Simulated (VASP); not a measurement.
# CdAu2: single point with PBE

Crystal: CdAu2.

```
Cd Au
1.0
     0.00000    3.93462    3.93462
     3.93462    0.00000    3.93462
     3.93462    3.93462    0.00000
Cd Au
2 4
Cartesian
  0.0000 0.0000 0.0000
  1.9673 1.9673 1.9673
  4.9183 4.9183 4.9183
  4.9183 2.9510 2.9510
  2.9510 2.9510 4.9183
  2.9510 4.9183 2.9510
```

```json
{
 "Program": "VASP 6.6.1",
 "Task": "single point",
 "Functional": "PBE",
 "Potentials or basis": "VASP PAW PBE potentials, release 64 (Cd, Au)",
 "Cutoff": "520 eV",
 "k mesh": "8 × 8 × 8",
 "Occupations": "gaussian, width 0.1 eV",
 "Spin": "no spin polarisation"
}
```

The pressure is 0.0 GPa. The band gap on the k mesh is zero (bands 34 and 35 overlap by 0.86 eV).

Levels at points of the mesh, in eV from the Fermi level:
```
           k point  band 32  band 33  band 34  band 35  band 36  band 37
(0.00, 0.00, 0.00)    -0.71     0.38     0.38     0.38     1.38     1.93
(0.50, 0.00, 0.00)    -1.55    -0.71     0.51     0.51     1.03     2.01
(0.50, 0.50, 0.00)    -3.05    -1.12    -1.12    -0.19    -0.19     5.60
```

Run time: 2.4 min on 1 thread of Intel(R) Xeon(R) Platinum 8375C CPU @ 2.90GHz (Ice Lake) (shared host), peak memory 0.32 GiB.

Caveat: spin-orbit coupling is left out, which moves the levels of the heavy elements.
